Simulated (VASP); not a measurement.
Crystal: SnO (Romarchite).

```
CELL_PARAMETERS angstrom
3.79860 0.00000 0.00000
0.00000 3.79860 0.00000
0.00000 0.00000 4.84080
ATOMIC_POSITIONS crystal
Sn 0.50000 0.00000 0.23690
Sn 0.00000 0.50000 0.76310
O 0.00000 0.00000 0.00000
O 0.50000 0.50000 0.00000
```

```yaml
Program: VASP 6.6.1
Task: relaxation of cell and atoms
Functional: LDA
Potentials_or_basis: VASP PAW LDA potentials, release 64 (Sn_d, O)
Cutoff: 600 eV
k_mesh: 8 × 8 × 7
Occupations: fermi-dirac, width 0.1 eV
Spin: no spin polarisation
```

At the start: pressure -2.1 GPa; volume 17.46 Å³/atom.

Problem. Where does the relaxation end?

Solution. Over 12 steps the energy falls by 7.3 meV/atom and the volume is 16.38 Å³/atom (-6.2 %); space group P4/nmm (No. 129, to 0.05 Å).

The path:
| step | energy change (eV) | largest force (eV/Å) | pressure (GPa) | volume (Å³) |
| --- | --- | --- | --- | --- |
| 1 | 0.0000 | 0.0149 | -2.09 | 69.85 |
| 2 | -0.0066 | 0.4845 | 1.24 | 67.57 |
| 3 | -0.0097 | 0.3102 | -0.01 | 68.38 |
| 4 | -0.0167 | 0.1731 | -0.02 | 67.76 |
| 5 | -0.0204 | 0.0520 | -0.07 | 66.74 |
| 6 | -0.0255 | 0.0367 | 0.11 | 66.09 |
| 7 | -0.0282 | 0.0228 | 0.33 | 65.42 |
| 8 | -0.0284 | 0.0183 | 0.42 | 65.18 |
| 9 | -0.0284 | 0.1087 | -0.60 | 65.80 |
| 10 | -0.0290 | 0.0656 | -0.11 | 65.50 |
| 11 | -0.0291 | 0.0331 | 0.08 | 65.56 |
| 12 | -0.0292 | 0.0044 | 0.00 | 65.53 |

Final structure:
```cif
data_structure
_symmetry_space_group_name_H-M 'P 1'
_symmetry_Int_Tables_number 1
_cell_length_a 3.7647
_cell_length_b 3.7647
_cell_length_c 4.6239
_cell_angle_alpha 90.000
_cell_angle_beta 90.000
_cell_angle_gamma 90.000
_cell_volume 65.53
loop_
_atom_site_label
_atom_site_type_symbol
_atom_site_fract_x
_atom_site_fract_y
_atom_site_fract_z
_atom_site_occupancy
Sn1 Sn 0.50000 0.00000 0.24884 1
Sn2 Sn 0.00000 0.50000 0.75116 1
O1 O 0.00000 0.00000 0.00000 1
O2 O 0.50000 0.50000 0.00000 1
```
